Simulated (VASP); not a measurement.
Set up this calculation in VASP 6.6.1, as the native input.

```yaml
Task: single point
Functional: r2SCAN
Potentials_or_basis: VASP PAW PBE potentials, release 64 (Be, S)
Cutoff: 520 eV
k_mesh: 12 × 12 × 4
Occupations: gaussian, width 0.01 eV
Spin: no spin polarisation
Dipole_correction: no
Further_INCAR_settings: ALGO = Normal; EDIFF = 1e-06; NBANDS = 16
```

BeS:

```
Be S
1.0
     3.46216    0.00000    0.00000
    -1.73108    2.99832    0.00000
     0.00000    0.00000    6.99243
Be S
2 2
Direct
  0.33333 0.66667 0.25000
  0.66667 0.33333 0.75000
  0.66667 0.33333 0.25000
  0.33333 0.66667 0.75000
```

The input as run:

POSCAR

```
BeS
1.0
    3.4621570814      0.0000000000      0.0000000000
   -1.7310785407      2.9983159844      0.0000000000
    0.0000000000      0.0000000000      6.9924280704
Be S
2 2
Direct
    0.3333333333      0.6666666667      0.2500000000
    0.6666666667      0.3333333333      0.7500000000
    0.6666666667      0.3333333333      0.2500000000
    0.3333333333      0.6666666667      0.7500000000
```

INCAR.step1

```
PREC = Accurate
ENCUT = 520
ISMEAR = 0
SIGMA = 0.01
LREAL = False
LASPH = True
NELM = 80
NBANDS = 16
GGA = PE
ALGO = Normal
EDIFF = 1E-4
LWAVE = True
LCHARG = False
```

INCAR.step2

```
PREC = Accurate
ENCUT = 520
EDIFF = 1E-6
ISMEAR = 0
SIGMA = 0.01
LREAL = False
LASPH = True
NELM = 80
ALGO = Normal
ISIF = 2
LWAVE = False
LCHARG = True
METAGGA = R2SCAN
LMIXTAU = True
LELF = True
LVHAR = True
NBANDS = 16
ISTART = 1
```

KPOINTS

```
regular mesh
0
Gamma
  12 12 4
```

Potentials or basis: VASP PAW PBE potentials, release 64 (Be, S).

Run with:

```sh
$ cat potpaw_PBE.64/Be/POTCAR potpaw_PBE.64/S/POTCAR > POTCAR
$ cp INCAR.step1 INCAR
$ mpirun -np 1 vasp_std > vasp.out
$ cp INCAR.step2 INCAR
$ mpirun -np 1 vasp_std > vasp.out
```

It gave:

```json
{"Pressure": "-0.1 GPa", "Band gap on the k mesh": "4.45 eV, indirect (least direct gap 4.66 eV)"}
```

Caveat: the PAW data sets were made with another functional, which shifts forces and pressure a little.

Wall time 2.8 min on 1 thread of Intel(R) Xeon(R) Platinum 8488C (Sapphire Rapids), with other jobs on the host, peak memory 0.22 GiB.
